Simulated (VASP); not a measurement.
Write the native input for VASP 6.6.1 that does the following.

| Property | Result |
| --- | --- |
| Task | single point |
| Functional | PBE |
| Potentials or basis | VASP PAW PBE potentials, release 64 (Br) |
| Cutoff | 520 eV |
| k mesh | 14 × 14 × 14 |
| Occupations | fermi-dirac, width 0.0612256 eV |
| Spin | no spin polarisation |
| Dipole correction | no |
| Further INCAR settings | ALGO = Normal; EDIFF = 1e-07; NBANDS = 14 |

The structure of Br lies in POSCAR:

```
Br
1.0
    0.0000000000      3.5287282133      3.5287282133
    3.5287282133      0.0000000000      3.5287282133
    3.5287282133      3.5287282133      0.0000000000
Br
2
Direct
    0.0000000000      0.0000000000      0.0000000000
    0.2500000000      0.2500000000      0.2500000000
```

One way to write it, as run:

INCAR

```
SYSTEM = Br
PREC = Accurate ; ENCUT = 520
EDIFF = 1E-7 ; ISMEAR = -1
SIGMA = 0.06122561905347299 ; LREAL = .FALSE.
LASPH = .TRUE. ; NELM = 100
ALGO = Normal ; ISIF = 2
LWAVE = .FALSE. ; LCHARG = .FALSE.
GGA = PE ; NBANDS = 14
```

KPOINTS

```
regular mesh
0
G
  14 14 14
  0 0 0
```

Potentials or basis: VASP PAW PBE potentials, release 64 (Br).

Command:

```sh
$ cat potpaw_PBE.64/Br/POTCAR > POTCAR
$ mpirun -np 1 vasp_std > vasp.out
```

Results of the run:

```json
{"Pressure": "-0.3 GPa", "Band gap on the k mesh": "zero (band 7 reaches -1.16 eV, above the bottom of band 8 at -2.31 eV)"}
```

Run time: 71 s on 1 thread of AMD EPYC 9R45 96-Core Processor (Zen 5), with other jobs on the host, peak memory 0.26 GiB.
